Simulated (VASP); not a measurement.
**InGa3P4: single point with PBE**

InGa3P4:

```
Ga In P
1.0
     4.01177    0.00000    0.00000
     0.00000    4.01609    5.68392
     0.00000   -4.01609    5.68392
Ga In P
3 1 4
Direct
  0.00000 0.99968 0.99968
  0.50000 0.99990 0.50033
  0.50000 0.50033 0.99990
  0.00000 0.49941 0.49941
  0.50000 0.12506 0.12506
  0.00000 0.10998 0.62991
  0.00000 0.62991 0.10998
  0.50000 0.63573 0.63573
```

```yaml
Program: VASP 6.6.1
Task: single point
Functional: PBE
Potentials_or_basis: VASP PAW PBE potentials, release 64 (Ga_d, In_d, P)
Cutoff: 520 eV
k_mesh: 6 × 4 × 4
Occupations: gaussian, width 0.01 eV
Spin: no spin polarisation
Dipole_correction: no
Further_INCAR_settings: ALGO = Normal; EDIFF = 1e-06; NBANDS = 46
```

```
Pressure               : -2.0 GPa
Largest force          : 0.038 eV/Å
Band gap on the k mesh : 0.70 eV
```

Forces in eV/Å, atoms in the order of the input:
```
Ga   0.000  0.000 -0.024
Ga   0.000 -0.038  0.000
Ga   0.000  0.038  0.000
In   0.000  0.000  0.023
P    0.000  0.000  0.000
P    0.000  0.027  0.018
P    0.000 -0.027  0.018
P    0.000  0.000 -0.035
```

Levels at points of the mesh, in eV from the valence-band top:
| k point | band 33 | band 34 | band 35 | band 36 | band 37 | band 38 | band 39 | band 40 |
| --- | --- | --- | --- | --- | --- | --- | --- | --- |
| (0.00, 0.00, 0.00) | -0.93 | -0.09 | -0.09 | 0.00 | 0.70 | 1.21 | 1.48 | 1.77 |
| (0.50, 0.00, 0.00) | -3.08 | -2.89 | -1.30 | -0.98 | 2.59 | 3.16 | 4.28 | 4.29 |
| (0.00, 0.50, 0.00) | -0.82 | -0.81 | -0.52 | -0.42 | 1.42 | 1.89 | 2.19 | 2.75 |
| (0.50, 0.50, 0.00) | -2.01 | -1.98 | -1.82 | -1.61 | 2.15 | 2.16 | 2.60 | 2.64 |
| (0.00, 0.50, 0.50) | -1.51 | -1.35 | -1.30 | -0.82 | 2.06 | 2.18 | 2.60 | 2.98 |
| (0.50, 0.50, 0.50) | -1.26 | -1.06 | -1.02 | -0.89 | 1.13 | 1.37 | 1.74 | 1.74 |

Run time: 3.6 min on 1 thread of Intel(R) Xeon(R) Platinum 8375C CPU @ 2.90GHz (Ice Lake), with other jobs on the host, peak memory 0.39 GiB.

Caveat: semilocal functionals underestimate gaps, and a narrow one can read as zero; spin-orbit coupling is left out, which moves the levels of the heavy elements. A k mesh can miss the band edges.
